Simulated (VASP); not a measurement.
Crystal: Si3Sb2.

```
Si Sb
1.0
     3.18874    1.84102    5.80399
    -3.18874    1.84102    5.80399
     0.00000   -3.68204    5.80399
Si Sb
6 4
Cartesian
  -1.2356 -1.8410 7.2550
  2.2122 -0.1496 7.2550
  -0.9766 1.9906 7.2550
  1.2356 1.8410 10.1570
  -2.2122 0.1496 10.1570
  0.9766 -1.9906 10.1570
  0.0000 0.0000 14.8381
  0.0000 0.0000 11.2798
  0.0000 0.0000 2.5738
  0.0000 0.0000 6.1321
```

| Item | Value |
| --- | --- |
| Program | VASP 6.6.1 |
| Task | relaxation of cell and atoms |
| Functional | PBE |
| Potentials or basis | VASP PAW PBE potentials, release 64 (Si, Sb) |
| Cutoff | 600 eV |
| k mesh | 3 × 3 × 3 |
| Occupations | gaussian, width 0.1 eV |
| Spin | no spin polarisation |

At the start: pressure 21.8 GPa; volume 20.44 Å³/atom.

**Question.** How do energy, volume and symmetry change on relaxing?

**Answer.** Over 24 steps the energy falls by 489.3 meV/atom and the volume is 25.52 Å³/atom (+24.8 %); space group R-3c (No. 167, to 0.05 Å).

Step by step:
```
step  energy change (eV)  largest force (eV/Å)  pressure (GPa)  volume (Å³)
   1              0.0000                0.7369           21.81       204.44
   2             -2.5777                0.5804           -4.80       298.29
   3             -3.1487                0.5904           -0.05       261.40
   4             -3.1490                0.5909           -0.25       262.64
   5             -3.2408                0.5172           -0.12       262.52
   6             -3.4323                0.4097            0.50       262.14
   7             -3.3149                1.5313            2.94       261.37
   8             -3.4741                0.7149            1.07       261.90
   9             -3.5381                0.6802            0.73       263.94
  10             -3.6954                0.5661           -0.36       270.05
  11             -3.8616                0.3195           -2.42       282.23
  12             -3.9537                0.3375           -2.34       280.76
  13             -4.2296                0.4771           -2.05       276.16
  14             -4.3579                1.3934            0.20       266.17
  15             -4.4067                0.5680           -1.70       272.81
  16             -4.4998                0.6403           -1.05       269.54
  17             -4.6473                0.7701           -0.43       263.83
  18             -4.6725                0.9217            0.06       260.97
  19             -4.8157                0.5204           -0.36       259.87
  20             -4.8747                0.0845           -0.52       258.42
  21             -4.8750                0.0887           -0.52       258.52
  22             -4.8883                0.0475           -0.05       255.85
  23             -4.8905                0.0253            0.23       254.38
  24             -4.8928                0.0071            0.02       255.18
```

Final structure:
```yaml
crystal:
  lattice:
    - [3.16203, 1.82560, 7.36762]
    - [-3.16203, 1.82560, 7.36762]
    - [0.00000, -3.65119, 7.36762]
  atoms:
    - { symbol: Si, position: [0.97962, 0.52038, 0.75000] }
    - { symbol: Si, position: [0.75000, 0.97962, 0.52038] }
    - { symbol: Si, position: [0.52038, 0.75000, 0.97962] }
    - { symbol: Si, position: [0.02038, 0.47962, 0.25000] }
    - { symbol: Si, position: [0.25000, 0.02038, 0.47962] }
    - { symbol: Si, position: [0.47962, 0.25000, 0.02038] }
    - { symbol: Sb, position: [0.86616, 0.86616, 0.86616] }
    - { symbol: Sb, position: [0.63384, 0.63384, 0.63384] }
    - { symbol: Sb, position: [0.13384, 0.13384, 0.13384] }
    - { symbol: Sb, position: [0.36616, 0.36616, 0.36616] }
```

Caveat: the k points lie up to 0.39 Å⁻¹ apart in the final cell; the volume moved by over 15 % at a fixed basis, so the end points are rough.
